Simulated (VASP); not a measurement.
# Te3As2 (C2/m) in VASP: single point with LDA

Aim: the single point of Te3As2 with LDA.

All numbers are computed with VASP 6.6.1; they aren't measurements. Logs are shortened: lines on timing, memory, paths and dates and some standing lists are left out, and cuts for length are marked.

**1. The cell of the first run**

Symmetry: C2/m, No. 12, monoclinic system. Conventional cell: a = 14.357 Å, b = 4.020 Å, c = 9.899 Å, α = 90.00°, β = 95.11°, γ = 90.00°. Within 3.8 Å of Te (site symmetry m) lie 3 As at 2.74 to 2.99 Å and 3 Te at 3.69 to 3.76 Å. Te (site symmetry m) has 5 As at 2.65 to 3.26 Å within 3.5 Å. Within 3.8 Å of Te (site symmetry m) lie 3 As at 2.76 to 2.82 Å and 3 Te at 3.74 to 3.76 Å. Within 3.6 Å of As (site symmetry m) lie 6 Te at 2.76 to 2.99 Å. Within 3.6 Å of As (site symmetry m) lie 5 Te at 2.65 to 3.26 Å and 1 As at 3.56 Å.

**2. Single point, LDA**

File INCAR:

```
SYSTEM = Te3As2
  PREC = Accurate
  ENCUT = 500
  EDIFF = 1E-6
  ISMEAR = 0
  SIGMA = 0.1
  LREAL = .FALSE.
  LASPH = .TRUE.
  NELM = 120
  ALGO = Normal
  ISIF = 2
  LWAVE = .FALSE.
  LCHARG = .FALSE.
  NBANDS = 39
  GGA_COMPAT = .FALSE.
```

File KPOINTS:

```
regular mesh
0
G
  6 6 2
  0 0 0
```

File POSCAR:

```
Te3As2
1.0
    7.1786500000     -2.0099500000      0.0000000000
    7.1786500000      2.0099500000      0.0000000000
   -0.8811700000      0.0000000000      9.8597000000
Te As
6 4
Direct
    0.0289000000      0.0289000000      0.2868000000
    0.9711000000      0.9711000000      0.7132000000
    0.7777000000      0.7777000000      0.3390000000
    0.2223000000      0.2223000000      0.6610000000
    0.3744000000      0.3744000000      0.0355000000
    0.6256000000      0.6256000000      0.9645000000
    0.2026000000      0.2026000000      0.1408000000
    0.7974000000      0.7974000000      0.8592000000
    0.6133000000      0.6133000000      0.4406000000
    0.3867000000      0.3867000000      0.5594000000
```

Potentials or basis: VASP PAW LDA potentials, release 64 (Te, As).

Started as:

```bash
> cat potpaw_LDA.64/Te/POTCAR potpaw_LDA.64/As/POTCAR > POTCAR
> mpirun -np 1 vasp_std > vasp.out
```

OUTCAR:

```text
SYSTEM = Te3As2
   PREC = Accurate
   ENCUT = 500
   EDIFF = 1E-6
   ISMEAR = 0
   LREAL = .FALSE.
   LASPH = .TRUE.
   NELM = 120
   ISIF = 2

 ion  position               nearest neighbor table
   1  0.029  0.029  0.287-   9 2.74   9 2.74   7 2.99
   2  0.971  0.971  0.713-  10 2.74  10 2.74   8 2.99
   3  0.778  0.778  0.339-   9 2.65   7 2.95   7 2.95  10 3.26  10 3.26
   4  0.222  0.222  0.661-  10 2.65   8 2.95   8 2.95   9 3.26   9 3.26
   5  0.374  0.374  0.035-   7 2.76   8 2.82   8 2.82
   6  0.626  0.626  0.965-   8 2.76   7 2.82   7 2.82
   7  0.203  0.203  0.141-   5 2.76   6 2.82   6 2.82   3 2.95   3 2.95   1 2.99
   8  0.797  0.797  0.859-   6 2.76   5 2.82   5 2.82   4 2.95   4 2.95   2 2.99
   9  0.613  0.613  0.441-   3 2.65   1 2.74   1 2.74   4 3.26   4 3.26
  10  0.387  0.387  0.559-   4 2.65   2 2.74   2 2.74   3 3.26   3 3.26

  LATTYP: Found a base centered monoclinic cell.
 ALAT       =    14.3573000000
 B/A-ratio  =     0.2799899703
 C/A-ratio  =     0.6894748424
 COS(beta)  =    -0.0890160878

  Lattice vectors:

 A1 = (   7.1786500000,  -2.0099500000,   0.0000000000)
 A2 = (   7.1786500000,   2.0099500000,   0.0000000000)
 A3 = (  -0.8811700000,   0.0000000000,   9.8597000000)

Analysis of symmetry for initial positions (statically):
=====================================================================
 Subroutine PRICEL returns:
 Original cell was already a primitive cell.

 Routine SETGRP: Setting up the symmetry group for a
 base centered monoclinic supercell.

 Subroutine GETGRP returns: Found  4 space group operations
 (whereof  4 operations were pure point group operations)
 out of a pool of  4 trial point group operations.

The static configuration has the point symmetry C_2h.

Analysis of symmetry for dynamics (positions and initial velocities):
=====================================================================
 Subroutine PRICEL returns:
 Original cell was already a primitive cell.

 Routine SETGRP: Setting up the symmetry group for a
 base centered monoclinic supercell.

 Subroutine GETGRP returns: Found  4 space group operations
 (whereof  4 operations were pure point group operations)
 out of a pool of  4 trial point group operations.

The dynamic configuration has the point symmetry C_2h.

 Subroutine INISYM returns: Found  4 space group operations
 (whereof  4 operations are pure point group operations),
 and found     1 'primitive' translations

----------------------------------------------------------------------------------------

                                     Primitive cell

  volume of cell :     284.5259

  direct lattice vectors                    reciprocal lattice vectors
     7.178650000 -2.009950000  0.000000000     0.069650979 -0.248762407  0.006224769
     7.178650000  2.009950000  0.000000000     0.069650979  0.248762407  0.006224769
    -0.881170000  0.000000000  9.859700000     0.000000000  0.000000000  0.101422964

  length of vectors
     7.454724329  7.454724329  9.898997154     0.258404222  0.258404222  0.101422964

  position of ions in fractional coordinates (direct lattice)
     0.028900000  0.028900000  0.286800000
     0.971100000  0.971100000  0.713200000
     0.777700000  0.777700000  0.339000000
     0.222300000  0.222300000  0.661000000
     0.374400000  0.374400000  0.035500000
     0.625600000  0.625600000  0.964500000
     0.202600000  0.202600000  0.140800000
     0.797400000  0.797400000  0.859200000
     0.613300000  0.613300000  0.440600000
     0.386700000  0.386700000  0.559400000

  ion indices of the primitive-cell ions
   primitive index   ion index
                 1           1
                 2           2
                 3           3
                 4           4
                 5           5
                 6           6
                 7           7
                 8           8
                 9           9
                10          10

----------------------------------------------------------------------------------------

 KPOINTS: regular mesh

Automatic generation of k-mesh.
 Grid dimensions read from file:
 generate k-points for:    6    6    2

 Generating k-lattice:

  Cartesian coordinates                     Fractional coordinates (reciprocal lattice)
     0.011608496 -0.041460401  0.001037461     0.166666667  0.000000000  0.000000000
     0.011608496  0.041460401  0.001037461     0.000000000  0.166666667  0.000000000
     0.000000000  0.000000000  0.050711482     0.000000000  0.000000000  0.500000000

  Length of vectors
     0.043067370  0.043067370  0.050711482

  Shift w.r.t. Gamma in fractional coordinates (k-lattice)
     0.000000000  0.000000000  0.000000000

 Subroutine IBZKPT returns following result:
 ===========================================

 Found     26 irreducible k-points:

 Following reciprocal coordinates:
            Coordinates               Weight
  0.000000  0.000000  0.000000      1.000000
  0.166667  0.000000  0.000000      4.000000
  0.333333  0.000000 -0.000000      4.000000
  0.500000  0.000000  0.000000      2.000000
  0.166667  0.166667  0.000000      2.000000
  0.333333  0.166667  0.000000      4.000000
[... 16 lines left out ...]
  0.333333  0.333333  0.500000      2.000000
  0.500000  0.333333  0.500000      4.000000
 [... further k-points ...]
   k-points           NKPTS =     26   k-points in BZ     NKDIM =     26   number of bands    NBANDS=     39
   number of dos      NEDOS =    301   number of ions     NIONS =     10
   total plane-waves  NPLWV = 209952
   dimension x,y,z NGX =    54 NGY =   54 NGZ =   72
   dimension x,y,z NGXF=   108 NGYF=  108 NGZF=  144
   ions per type =               6   4
   NGX,Y,Z   is equivalent  to a cutoff of  12.04, 12.04, 12.09 a.u.
   NGXF,Y,Z  is equivalent  to a cutoff of  24.08, 24.08, 24.18 a.u.
 SYSTEM =  Te3As2
   PREC   = accura    normal or accurate (medium, high low for compatibility)
   ISTART =      0    job   : 0-new  1-cont  2-samecut
   ICHARG =      2    charge: 1-file 2-atom 10-const
   ISPIN  =      1    spin polarized calculation?
   LNONCOLLINEAR =      F non collinear calculations
   LSORBIT =      F    spin-orbit coupling
   LASPH  =      T    aspherical Exc in radial PAW
   ENCUT  =  500.0 eV  36.75 Ry    6.06 a.u.  13.59 13.59 18.05*2*pi/ulx,y,z
   NELM   =    120;   NELMIN=  2; NELMDL= -5     # of ELM steps
   EDIFF  = 0.1E-05   stopping-criterion for ELM
   LREAL  =      F    real-space projection
   EDIFFG = 0.1E-04   stopping-criterion for IOM
   NSW    =      0    number of steps for IOM
   IBRION =     -1    ionic relax: 0-MD 1-quasi-New 2-CG
   NFREE  =      0    steps in history (QN), initial steepest desc. (CG)
   ISIF   =      2    stress and relaxation
   ISYM   =      2    0-nonsym 1-usesym 2-fastsym
   POTIM  = 0.5000    time-step for ionic-motion
   TEBEG  =    0.0;   TEEND  =   0.0 temperature during run
   PSTRESS=    0.0 pullay stress
   NELECT =      56.0000    total number of electrons
   NUPDOWN=      -1.0000    fix difference up-down
   EMIN   =  10.00;   EMAX   =-10.00  energy-range for DOS
   EFERMI =   0.00;   METHOD = LEGACY
   ISMEAR =     0;   SIGMA  =   0.10  broadening in eV -4-tet -1-fermi 0-gaus
   EFERMI_NEDOS =   21; number of points for ismear=-14 and -15
   IALGO  =     38    algorithm
   IMIX   =      4    mixing-type and parameters
     AMIX     =   0.40;   BMIX     =  1.00
     AMIX_MAG =   1.60;   BMIX_MAG =  1.00
  volume/ion in A,a.u.               =      28.45       192.01
  Fermi-wavevector in a.u.,A,eV,Ry     =   0.952278  1.799544 12.338209  0.906833
  Thomas-Fermi vector in A             =   2.080826
   LORBIT       =      0    0 simple, 1 ext, 2 COOP (PROOUT), +10 PAW based schemes
   GGA     = CA    functional components
   LHFCALC =     F    Hartree Fock is set to
   AEXX    =    0.0000 exact exchange contribution
   IVDW    =     0    specifies the selected vdW correction
   LEPSILON=     F    determine dielectric tensor
   LRPA    =     F    only Hartree local field effects (RPA)
 non-spin polarized calculation
 Gauss-broadening in eV      SIGMA  =   0.10
  energy-cutoff  :      500.00
  volume of cell :      284.53
 maximum number of plane-waves:      7273
   NGX = 27   NGY = 27   NGZ = 37

 number of electron      55.9999999 magnetization

 Free energy of the ion-electron system (eV)
  ---------------------------------------------------
  ext. energy  EPLUGINS =         0.00000000
  ---------------------------------------------------
  free energy    TOTEN  =       -44.36514375 eV

  energy without entropy =      -44.36506222  energy(sigma->0) =      -44.36510299

 E-fermi :   5.7460     XC(G=0):  -9.6545

 val. band max:        5.5242492244   @ k =   0.5000   0.3333   0.0000
 cond. band min:       5.9295426147   @ k =   0.5000   0.5000   0.5000
 fundamental gap:      0.4052933902
 Fermi energy:         5.7460345881

 k-point     1 :       0.0000    0.0000    0.0000
  band No.  band energies     occupation
      1      -8.3989      2.00000
      2      -7.4354      2.00000
      3      -7.3276      2.00000
      4      -6.1009      2.00000
      5      -5.7098      2.00000
      6      -5.5538      2.00000
[... 31 lines left out ...]
     38       8.0472      0.00000
     39       8.3940      0.00000

 k-point     2 :       0.1667    0.0000    0.0000
  band No.  band energies     occupation
      1      -8.1717      2.00000
      2      -7.2492      2.00000
      3      -7.1329      2.00000
      4      -5.9020      2.00000
      5      -5.6437      2.00000
      6      -5.3871      2.00000
[... 913 lines left out ...]
     38       8.8229      0.00000
     39       9.2028      0.00000

 k-point    24 :       0.5000    0.3333    0.5000
  band No.  band energies     occupation
      1      -7.8167      2.00000
      2      -7.6914      2.00000
      3      -7.0355      2.00000
      4      -6.0315      2.00000
      5      -5.7307      2.00000
      6      -5.3422      2.00000
[... 31 lines left out ...]
     38       8.6869      0.00000
     39       9.4744      0.00000

 [... further k-points ...]

------------------------ aborting loop because EDIFF is reached ----------------------------------------

  FORCE on cell =-STRESS in cart. coord.  units (eV):
  Direction    XX          YY          ZZ          XY          YZ          ZX
  --------------------------------------------------------------------------------------
  -------------------------------------------------------------------------------------
  Total       -3.0562986     -2.8728737     -3.0945723      0.0000000      0.0000000     -0.7698631
  in kB      -17.2101490    -16.1772756    -17.4256699      0.0000000      0.0000000     -4.3351322
  external PRESSURE =     -16.9376982 kB  Pullay stress =       0.0000000 kB

 VOLUME and BASIS-vectors are now :
 -----------------------------------------------------------------------------
  energy-cutoff  :      500.00
  volume of cell :      284.53
      direct lattice vectors                 reciprocal lattice vectors
     7.178650000 -2.009950000  0.000000000     0.069650979 -0.248762407  0.006224769
     7.178650000  2.009950000  0.000000000     0.069650979  0.248762407  0.006224769
    -0.881170000  0.000000000  9.859700000     0.000000000  0.000000000  0.101422964

 POSITION                                       TOTAL-FORCE (eV/Angst)
 -----------------------------------------------------------------------------------
      0.16221      0.00000      2.82776         0.102406      0.000000     -0.081135
     13.31392      0.00000      7.03194        -0.102406      0.000000      0.081135
     10.86696      0.00000      3.34244         0.062677      0.000000     -0.064609
      2.60917      0.00000      6.51726        -0.062677      0.000000      0.064609
      5.34409      0.00000      0.35002        -0.055734      0.000000     -0.033126
      8.13204      0.00000      9.50968         0.055734      0.000000      0.033126
      2.78472      0.00000      1.38825        -0.029886      0.000000      0.121780
     10.69141      0.00000      8.47145         0.029886      0.000000     -0.121780
      8.41709      0.00000      4.34418         0.027554      0.000000      0.129470
      5.05904      0.00000      5.51552        -0.027554      0.000000     -0.129470
 -----------------------------------------------------------------------------------
    total drift:                                0.000000      0.000000     -0.000000

  FREE ENERGIE OF THE ION-ELECTRON SYSTEM (eV)
  ---------------------------------------------------
  free  energy   TOTEN  =       -44.3651437527 eV

  energy  without entropy=      -44.3650622205  energy(sigma->0) =      -44.36510299
```

It took 8.9 min on 1 thread of Oxide Virtual Turin-like, shared host; peak memory 0.44 GiB.

Results:

```
Free energy            : -44.3651 eV
Pressure               : -1.7 GPa
Largest force          : 0.132 eV/Å
Band gap on the k mesh : 0.41 eV (least direct gap 0.52 eV)
```

Forces in eV/Å, atoms in the order of the input:
```
Te   0.102  0.000 -0.081
Te  -0.102  0.000  0.081
Te   0.063  0.000 -0.065
Te  -0.063  0.000  0.065
Te  -0.056  0.000 -0.033
Te   0.056  0.000  0.033
As  -0.030  0.000  0.122
As   0.030  0.000 -0.122
As   0.028  0.000  0.129
As  -0.028  0.000 -0.129
```

Stress tensor (GPa, compression positive):
```
-1.72  0.00 -0.43
 0.00 -1.62  0.00
-0.43  0.00 -1.74
```

Levels at points of the mesh, in eV from the valence-band top:
```
           k point  band 25  band 26  band 27  band 28  band 29  band 30  band 31  band 32
(0.00, 0.00, 0.00)    -0.62    -0.58    -0.41    -0.40     1.07     1.34     1.63     1.83
(0.50, 0.00, 0.00)    -1.20    -1.14    -0.78    -0.76     1.00     1.49     1.51     2.05
(0.50, 0.50, 0.00)    -0.88    -0.87    -0.64    -0.50     0.45     0.72     1.63     1.68
(0.00, 0.00, 0.50)    -0.50    -0.30    -0.19    -0.16     0.75     0.83     1.20     1.35
(0.50, 0.00, 0.50)    -1.18    -0.81    -0.79    -0.35     0.87     0.92     1.40     1.78
(0.50, 0.50, 0.50)    -0.58    -0.30    -0.22    -0.12     0.41     0.49     0.94     1.51
```

Caveat: semilocal functionals underestimate gaps, and a narrow one can read as zero; spin-orbit coupling is left out, which moves the levels of the heavy elements.
